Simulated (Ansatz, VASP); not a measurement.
**Bi2Te3 in VASP and in Ansatz**

```
Bi Te
1.0
     2.20029    1.27034   10.19944
    -2.20029    1.27034   10.19944
     0.00000   -2.54067   10.19944
Bi Te
2 3
Direct
  0.40000 0.40000 0.40000
  0.60000 0.60000 0.60000
  0.00000 0.00000 0.00000
  0.20950 0.20950 0.20950
  0.79050 0.79050 0.79050
```

Change from the starting cell: volume scaled by 1.01, crystal datasets.

Alike in both runs: task electric field gradients; functional PBEsol; k mesh 7 × 7 × 7; occupations fermi-dirac, width 0.08 eV; no spin polarisation.

|  | VASP | Ansatz |
| --- | --- | --- |
| version | VASP 6.6.1 | Ansatz 0.2.0 |
| potentials or method | VASP PAW PBE potentials, release 64 (Bi_d, Te), cutoff 520 eV | all-electron PAW with datasets made for the crystal, scalar-relativistic |

Ansatz gave:

| Property | Result |
| --- | --- |
| pressure (GPa) | -1.1 |
| traceless stress, the component that is largest in VASP (GPa) | -0.23 |
| rms of the force components (eV/Å) | 0.068 |
| size of Vzz on the site where it differs most (V/Å²) | 97.4 |

Task: Which values does VASP return?

Result: Pressure (GPa): -1.1; traceless stress, the component that is largest in VASP (GPa): -0.22; rms of the force components (eV/Å): 0.061; size of Vzz on the site where it differs most (V/Å²): 92.6.

VASP's potentials were made for PBE, not for PBEsol. Atom by atom the forces differ by 0.007 eV/Å (rms over components). Ansatz ran all-electron here, and VASP with PAW potentials.

Neither program's run includes spin-orbit coupling.
